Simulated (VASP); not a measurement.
# SiC2 (P6_3/mmc) in VASP: notebook

The runs below take SiC2 through single point, relaxation of cell and atoms, with PBE.

Everything below comes from runs of VASP 6.6.1. Logs are shortened: lines on timing, memory, paths and dates and some standing lists are left out, and cuts for length are marked.

## 1. The cell of the first run

Symmetry: P6_3/mmc, No. 194, hexagonal system. The conventional cell has a = 2.546 Å, b = 2.546 Å, c = 9.000 Å, α = 90.00°, β = 90.00°, γ = 120.00°. Si (site symmetry -6m2) has 2 C at 2.04 Å and 6 Si at 2.55 Å within 2.7 Å. C (site symmetry 3m) has 3 C at 1.53 Å within 2.0 Å.

## 2. Single point, PBE

File INCAR:

```
SYSTEM = SiC2
PREC     = Accurate       ! precision mode
ENCUT    = 520            ! plane-wave cutoff, eV
EDIFF    = 1E-7           ! SCF threshold, eV
ISMEAR   = 0              ! smearing method
SIGMA    = 0.1            ! smearing width, eV
LREAL    = .FALSE.        ! projectors in reciprocal space
LASPH    = .TRUE.         ! aspherical terms in the spheres
NELM     = 100            ! most SCF steps
ALGO     = Normal         ! electronic algorithm
ISIF     = 2              ! what is computed and relaxed
LWAVE    = .FALSE.        ! write WAVECAR
LCHARG   = .FALSE.        ! write CHGCAR
GGA      = PE             ! functional
NBANDS   = 21             ! bands
```

File KPOINTS:

```
Automatic mesh
0
G
  18 18 4
  0 0 0
```

File POSCAR:

```
SiC2
1.0
    2.5455242224      0.0000000000      0.0000000000
   -1.2727621112      2.2044886425      0.0000000000
    0.0000000000      0.0000000000      8.9997309998
Si C
2 4
Direct
    0.3333333333      0.6666666667      0.2500000000
    0.6666666667      0.3333333333      0.7500000000
    0.3333333333      0.6666666667      0.0235017322
    0.3333333333      0.6666666667      0.4764982678
    0.6666666667      0.3333333333      0.9764982678
    0.6666666667      0.3333333333      0.5235017322
```

Potentials or basis: VASP PAW PBE potentials, release 64 (Si, C).

On the command line:

```console
cat potpaw_PBE.64/Si/POTCAR potpaw_PBE.64/C/POTCAR > POTCAR
mpirun -np 1 vasp_std > vasp.out
```

OUTCAR:

```text
SYSTEM = SiC2
   PREC = Accurate
   ENCUT = 520
   EDIFF = 1E-7
   ISMEAR = 0
   LREAL = .FALSE.
   LASPH = .TRUE.
   NELM = 100
   ISIF = 2
   GGA = PE

 ion  position               nearest neighbor table
   1  0.333  0.667  0.250-   3 2.04   4 2.04
   2  0.667  0.333  0.750-   5 2.04   6 2.04
   3  0.333  0.667  0.024-   5 1.53   5 1.53   5 1.53   1 2.04
   4  0.333  0.667  0.476-   6 1.53   6 1.53   6 1.53   1 2.04
   5  0.667  0.333  0.976-   3 1.53   3 1.53   3 1.53   2 2.04
   6  0.667  0.333  0.524-   4 1.53   4 1.53   4 1.53   2 2.04

  LATTYP: Found a hexagonal cell.
 ALAT       =     2.5455242224
 C/A-ratio  =     3.5355118292

  Lattice vectors:

 A1 = (   2.5455242224,   0.0000000000,   0.0000000000)
 A2 = (  -1.2727621112,   2.2044886425,   0.0000000000)
 A3 = (   0.0000000000,   0.0000000000,   8.9997309998)

Analysis of symmetry for initial positions (statically):
=====================================================================
 Subroutine PRICEL returns:
 Original cell was already a primitive cell.

 Routine SETGRP: Setting up the symmetry group for a
 hexagonal supercell.

 Subroutine GETGRP returns: Found 24 space group operations
 (whereof 12 operations were pure point group operations)
 out of a pool of 24 trial point group operations.

The static configuration has the point symmetry D_3d.
 The point group associated with its full space group is D_6h.

Analysis of symmetry for dynamics (positions and initial velocities):
=====================================================================
 Subroutine PRICEL returns:
 Original cell was already a primitive cell.

 Routine SETGRP: Setting up the symmetry group for a
 hexagonal supercell.

 Subroutine GETGRP returns: Found 24 space group operations
 (whereof 12 operations were pure point group operations)
 out of a pool of 24 trial point group operations.

The dynamic configuration has the point symmetry D_3d.
 The point group associated with its full space group is D_6h.

 Subroutine INISYM returns: Found 24 space group operations
 (whereof 12 operations are pure point group operations),
 and found     1 'primitive' translations

----------------------------------------------------------------------------------------

                                     Primitive cell

  volume of cell :      50.5027

  direct lattice vectors                    reciprocal lattice vectors
     2.545524222  0.000000000  0.000000000     0.392846389  0.226809969  0.000000000
    -1.272762111  2.204488642  0.000000000     0.000000000  0.453619937  0.000000000
     0.000000000  0.000000000  8.999731000     0.000000000  0.000000000  0.111114432

  length of vectors
     2.545524222  2.545524222  8.999731000     0.453619937  0.453619937  0.111114432

  position of ions in fractional coordinates (direct lattice)
     0.333333333  0.666666667  0.250000000
     0.666666667  0.333333333  0.750000000
     0.333333333  0.666666667  0.023501732
     0.333333333  0.666666667  0.476498268
     0.666666667  0.333333333  0.976498268
     0.666666667  0.333333333  0.523501732

  ion indices of the primitive-cell ions
   primitive index   ion index
                 1           1
                 2           2
                 3           3
                 4           4
                 5           5
                 6           6

----------------------------------------------------------------------------------------

 KPOINTS: Automatic mesh

Automatic generation of k-mesh.
 Grid dimensions read from file:
 generate k-points for:   18   18    4

 Generating k-lattice:

  Cartesian coordinates                     Fractional coordinates (reciprocal lattice)
     0.021824799  0.012600554  0.000000000     0.055555556  0.000000000  0.000000000
     0.000000000  0.025201108  0.000000000     0.000000000  0.055555556  0.000000000
     0.000000000  0.000000000  0.027778608     0.000000000  0.000000000  0.250000000

  Length of vectors
     0.025201108  0.025201108  0.027778608

  Shift w.r.t. Gamma in fractional coordinates (k-lattice)
     0.000000000  0.000000000  0.000000000

 Subroutine IBZKPT returns following result:
 ===========================================

 Found    111 irreducible k-points:

 Following reciprocal coordinates:
            Coordinates               Weight
  0.000000  0.000000  0.000000      1.000000
  0.055556 -0.000000  0.000000      6.000000
  0.111111 -0.000000  0.000000      6.000000
  0.166667 -0.000000  0.000000      6.000000
  0.222222 -0.000000  0.000000      6.000000
  0.277778 -0.000000  0.000000      6.000000
[... 16 lines left out ...]
  0.333333  0.111111  0.000000     12.000000
  0.388889  0.111111  0.000000     12.000000
 [... further k-points ...]
   k-points           NKPTS =    111   k-points in BZ     NKDIM =    111   number of bands    NBANDS=     21
   number of dos      NEDOS =    301   number of ions     NIONS =      6
   total plane-waves  NPLWV =  28000
   dimension x,y,z NGX =    20 NGY =   20 NGZ =   70
   dimension x,y,z NGXF=    40 NGYF=   40 NGZF=  140
   ions per type =               2   4
   NGX,Y,Z   is equivalent  to a cutoff of  13.06, 13.06, 12.93 a.u.
   NGXF,Y,Z  is equivalent  to a cutoff of  26.12, 26.12, 25.86 a.u.
 SYSTEM =  SiC2
   PREC   = accura    normal or accurate (medium, high low for compatibility)
   ISTART =      0    job   : 0-new  1-cont  2-samecut
   ICHARG =      2    charge: 1-file 2-atom 10-const
   ISPIN  =      1    spin polarized calculation?
   LNONCOLLINEAR =      F non collinear calculations
   LSORBIT =      F    spin-orbit coupling
   LASPH  =      T    aspherical Exc in radial PAW
   ENCUT  =  520.0 eV  38.22 Ry    6.18 a.u.   4.73  4.73 16.73*2*pi/ulx,y,z
   NELM   =    100;   NELMIN=  2; NELMDL= -5     # of ELM steps
   EDIFF  = 0.1E-06   stopping-criterion for ELM
   LREAL  =      F    real-space projection
   EDIFFG = 0.1E-05   stopping-criterion for IOM
   NSW    =      0    number of steps for IOM
   IBRION =     -1    ionic relax: 0-MD 1-quasi-New 2-CG
   NFREE  =      0    steps in history (QN), initial steepest desc. (CG)
   ISIF   =      2    stress and relaxation
   ISYM   =      2    0-nonsym 1-usesym 2-fastsym
   POTIM  = 0.5000    time-step for ionic-motion
   TEBEG  =    0.0;   TEEND  =   0.0 temperature during run
   PSTRESS=    0.0 pullay stress
   NELECT =      24.0000    total number of electrons
   NUPDOWN=      -1.0000    fix difference up-down
   EMIN   =  10.00;   EMAX   =-10.00  energy-range for DOS
   EFERMI =   0.00;   METHOD = LEGACY
   ISMEAR =     0;   SIGMA  =   0.10  broadening in eV -4-tet -1-fermi 0-gaus
   EFERMI_NEDOS =   21; number of points for ismear=-14 and -15
   IALGO  =     38    algorithm
   IMIX   =      4    mixing-type and parameters
     AMIX     =   0.40;   BMIX     =  1.00
     AMIX_MAG =   1.60;   BMIX_MAG =  1.00
  volume/ion in A,a.u.               =       8.42        56.80
  Fermi-wavevector in a.u.,A,eV,Ry     =   1.277538  2.414196 22.206101  1.632102
  Thomas-Fermi vector in A             =   2.410132
   LORBIT       =      0    0 simple, 1 ext, 2 COOP (PROOUT), +10 PAW based schemes
   GGA     = PE    functional components
   LHFCALC =     F    Hartree Fock is set to
   AEXX    =    0.0000 exact exchange contribution
   IVDW    =     0    specifies the selected vdW correction
   LEPSILON=     F    determine dielectric tensor
   LRPA    =     F    only Hartree local field effects (RPA)
 non-spin polarized calculation
 Gauss-broadening in eV      SIGMA  =   0.10
  energy-cutoff  :      520.00
  volume of cell :       50.50
 maximum number of plane-waves:      1378
 NGX is ok and might be reduce to    20
   NGX =  9   NGY =  9   NGZ = 33

 number of electron      24.0000001 magnetization

 Free energy of the ion-electron system (eV)
  ---------------------------------------------------
  ext. energy  EPLUGINS =         0.00000000
  ---------------------------------------------------
  free energy    TOTEN  =       -45.62998703 eV

  energy without entropy =      -45.62688604  energy(sigma->0) =      -45.62843653

 E-fermi :  10.2815     XC(G=0): -12.1935

 val. band max:       10.2257601763   @ k =   0.3889   0.1667   0.5000
 cond. band min:      10.2992055467   @ k =   0.3333   0.1667   0.2500
 fundamental gap:      0.0734453705
 Fermi energy:        10.2814505624

 k-point     1 :       0.0000    0.0000    0.0000
  band No.  band energies     occupation
      1      -9.3949      2.00000
      2      -9.0882      2.00000
      3      -4.0101      2.00000
      4      -1.2702      2.00000
      5      -0.2092      2.00000
      6       5.6950      2.00000
[... 13 lines left out ...]
     20      20.2067      0.00000
     21      23.3655      0.00000

 k-point     2 :       0.0556   -0.0000    0.0000
  band No.  band energies     occupation
      1      -9.3205      2.00000
      2      -9.0159      2.00000
      3      -3.9213      2.00000
      4      -1.1841      2.00000
      5      -0.1309      2.00000
      6       5.7619      2.00000
[... 13 lines left out ...]
     20      20.0905      0.00000
     21      21.7716      0.00000

 k-point     3 :       0.1111   -0.0000    0.0000
  band No.  band energies     occupation
      1      -9.0978      2.00000
      2      -8.7990      2.00000
      3      -3.6553      2.00000
      4      -0.9261      2.00000
      5       0.1029      2.00000
      6       5.9590      2.00000
[... 13 lines left out ...]
     20      19.6791      0.00000
     21      20.5742      0.00000

 k-point     4 :       0.1667   -0.0000    0.0000
  band No.  band energies     occupation
      1      -8.7279      2.00000
      2      -8.4388      2.00000
      3      -3.2138      2.00000
      4      -0.4977      2.00000
      5       0.4888      2.00000
      6       5.3654      2.00000
[... 13 lines left out ...]
     20      19.0357      0.00000
     21      20.4051      0.00000

 k-point     5 :       0.2222   -0.0000    0.0000
  band No.  band energies     occupation
      1      -8.2135      2.00000
      2      -7.9374      2.00000
      3      -2.5997      2.00000
      4       0.0988      2.00000
      5       1.0192      2.00000
      6       3.8971      2.00000
[... 13 lines left out ...]
     20      19.6860      0.00000
     21      19.7140      0.00000

 k-point     6 :       0.2778   -0.0000    0.0000
  band No.  band energies     occupation
      1      -7.5584      2.00000
      2      -7.2984      2.00000
      3      -1.8185      2.00000
      4       0.8578      2.00000
      5       1.6619      2.00000
      6       2.3701      2.00000
[... 13 lines left out ...]
     20      19.0958      0.00000
     21      20.4397      0.00000

 k-point     7 :       0.3333   -0.0000    0.0000
  band No.  band energies     occupation
      1      -6.7700      2.00000
      2      -6.5288      2.00000
      3      -0.8856      2.00000
      4       0.8504      2.00000
      5       0.9267      2.00000
      6       1.7904      2.00000
[... 13 lines left out ...]
     20      18.5969      0.00000
     21      20.9132      0.00000
[... 291 lines left out ...]
      1      -7.9942      2.00000
      2      -7.7236      2.00000
      3      -2.3379      2.00000
      4       0.3533      2.00000
      5       1.2430      2.00000
      6       3.7268      2.00000
[... 13 lines left out ...]
     20      18.7722      0.00000
     21      19.3725      0.00000

 k-point    21 :       0.2222    0.1111    0.0000
  band No.  band energies     occupation
      1      -7.3417      2.00000
      2      -7.0869      2.00000
      3      -1.5598      2.00000
      4       1.1099      2.00000
      5       1.8586      2.00000
      6       2.3568      2.00000
[... 13 lines left out ...]
     20      18.2669      0.00000
     21      19.9115      0.00000

 k-point    22 :       0.2778    0.1111    0.0000
  band No.  band energies     occupation
      1      -6.5567      2.00000
      2      -6.3204      2.00000
      3      -0.6339      2.00000
      4       0.9349      2.00000
      5       0.9941      2.00000
      6       2.0337      2.00000
[... 13 lines left out ...]
     20      18.0242      0.00000
     21      20.4067      0.00000

 k-point    23 :       0.3333    0.1111    0.0000
  band No.  band energies     occupation
      1      -5.6548      2.00000
      2      -5.4396      2.00000
      3      -0.5369      2.00000
      4      -0.3705      2.00000
      5       0.5297      2.00000
      6       3.0845      2.00000
[... 13 lines left out ...]
     20      17.8360      0.00000
     21      20.0270      0.00000

 k-point    24 :       0.3889    0.1111    0.0000
  band No.  band energies     occupation
      1      -4.6885      2.00000
      2      -4.4973      2.00000
      3      -1.7855      2.00000
      4      -1.6205      2.00000
      5       1.6921      2.00000
      6       3.7583      2.00000
[... 13 lines left out ...]
     20      17.7074      0.00000
     21      19.1987      0.00000

 [... further k-points ...]
[... 5 lines left out ...]
  --------------------------------------------------------------------------------------
  -------------------------------------------------------------------------------------
  Total        0.0837938      0.0837938      0.0283256     -0.0000000      0.0000000      0.0000000
  in kB        2.6583227      2.6583227      0.8986188     -0.0000000      0.0000000      0.0000000
  external PRESSURE =       2.0717548 kB  Pullay stress =       0.0000000 kB

 VOLUME and BASIS-vectors are now :
 -----------------------------------------------------------------------------
  energy-cutoff  :      520.00
  volume of cell :       50.50
      direct lattice vectors                 reciprocal lattice vectors
     2.545524222  0.000000000  0.000000000     0.392846389  0.226809969  0.000000000
    -1.272762111  2.204488642  0.000000000     0.000000000  0.453619937  0.000000000
     0.000000000  0.000000000  8.999731000     0.000000000  0.000000000  0.111114432

 POSITION                                       TOTAL-FORCE (eV/Angst)
 -----------------------------------------------------------------------------------
     -0.00000      1.46966      2.24993         0.000000      0.000000      0.000000
      1.27276      0.73483      6.74980        -0.000000      0.000000      0.000000
     -0.00000      1.46966      0.21151         0.000000      0.000000      0.013588
     -0.00000      1.46966      4.28836         0.000000      0.000000     -0.013588
      1.27276      0.73483      8.78822        -0.000000     -0.000000     -0.013588
      1.27276      0.73483      4.71137        -0.000000     -0.000000      0.013588
 -----------------------------------------------------------------------------------
    total drift:                                0.000000     -0.000000      0.000000

  FREE ENERGIE OF THE ION-ELECTRON SYSTEM (eV)
  ---------------------------------------------------
  free  energy   TOTEN  =       -45.6299870324 eV

  energy  without entropy=      -45.6268860367  energy(sigma->0) =      -45.62843653
```

Wall time 89 s (1 thread of Intel Xeon Platinum 8259CL at 2.50GHz (Skylake/Cascade Lake), shared host); peak memory 0.22 GiB.

What came out:

```
Free energy            : -45.6300 eV
Pressure               : 0.2 GPa
Largest force          : 0.014 eV/Å
Band gap on the k mesh : zero (band 12 reaches 14.27 eV, above the bottom of band 13 at 7.69 eV)
```

Forces in eV/Å, atoms in the order of the input:
```
Si   0.000  0.000  0.000
Si   0.000  0.000  0.000
C    0.000  0.000  0.014
C    0.000  0.000 -0.014
C    0.000  0.000 -0.014
C    0.000  0.000  0.014
```

Stress tensor (GPa, compression positive):
```
0.27 0.00 0.00
0.00 0.27 0.00
0.00 0.00 0.09
```

Levels at points of the mesh, in eV from the Fermi level:
```tsv
k point	band 9	band 10	band 11	band 12	band 13	band 14	band 15	band 16
(0.00, 0.00, 0.00)	-2.35	-2.34	-2.34	3.99	6.07	6.59	6.59	6.74
(0.50, 0.00, 0.00)	-5.50	-4.84	-4.74	-3.12	0.88	1.83	4.62	5.37
(0.00, 0.00, 0.50)	-2.34	-2.34	0.72	0.72	6.66	6.66	6.66	6.66
(0.50, 0.00, 0.50)	-5.51	-5.51	-3.09	-3.09	0.72	0.72	5.59	5.59
```

(Continued in part 2 of 2.)
